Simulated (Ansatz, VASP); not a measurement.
**Hf: VASP beside Ansatz**

INCAR

```
SYSTEM = Hf
ALGO     = Normal         ! electronic algorithm
EDIFF    = 1E-6           ! SCF threshold, eV
ENCUT    = 520            ! plane-wave cutoff, eV
GGA      = PS             ! functional
ISIF     = 2              ! what is computed and relaxed
ISMEAR   = 0              ! smearing method
LASPH    = .TRUE.         ! aspherical terms in the spheres
LCHARG   = .TRUE.         ! write CHGCAR
LELF     = .TRUE.         ! ELF
LREAL    = .FALSE.        ! projectors in reciprocal space
LVHAR    = .TRUE.       
LWAVE    = .FALSE.        ! write WAVECAR
NBANDS   = 11             ! bands
NELM     = 80             ! most SCF steps
PREC     = Accurate       ! precision mode
SIGMA    = 0.1            ! smearing width, eV
```

File KPOINTS:

```
k-points
0
G
  16 16 16
  0 0 0
```

POSCAR

```
Hf
1.0
    0.0000000000      2.1639538016      2.1639538016
    2.1639538016      0.0000000000      2.1639538016
    2.1639538016      2.1639538016      0.0000000000
Hf
1
Direct
    0.0000000000      0.0000000000      0.0000000000
```

Input for Ansatz:

```yaml
crystal:
  lattice:
    - [0.0, 2.1639538016, 2.1639538016]
    - [2.1639538016, 0.0, 2.1639538016]
    - [2.1639538016, 2.1639538016, 0.0]
  atoms:
    - { symbol: Hf, position: [0.0, 0.0, 0.0] }
basis:
  ecutwfc: 420
kpoints:
  mp_grid: { grid: [16, 16, 16] }
hamiltonian:
  xc: pbesol
scf:
  occupations: { method: gaussian, width: 0.1 }
output:
  forces: true
  stress: true
  eigenvalues: true
```

Alike in both runs: task single point; functional PBEsol; k mesh 16 × 16 × 16; occupations gaussian, width 0.1 eV; no spin polarisation.

```csv
,VASP,Ansatz
version,VASP 6.6.1,Ansatz 0.2.0
potentials or method,"VASP PAW PBE potentials, release 64 (Hf_pv), cutoff 520 eV","scalar-relativistic, plane waves, PAW"
valence electrons in the cell,10,26
```

```tsv
	VASP	Ansatz	Ansatz less VASP
gap on the k mesh at the Fermi level (eV)	none	none	-
pressure (GPa)	7.0	7.4	+0.39
```

VASP's potentials were made for PBE, not for PBEsol. A gap of «none» marks a metal or a gap that the smearing closes. VASP's potentials hold 10 valence electrons a cell and Ansatz's 26, so a difference there can come from the potentials and not from the codes.

Spin-orbit coupling is off throughout.
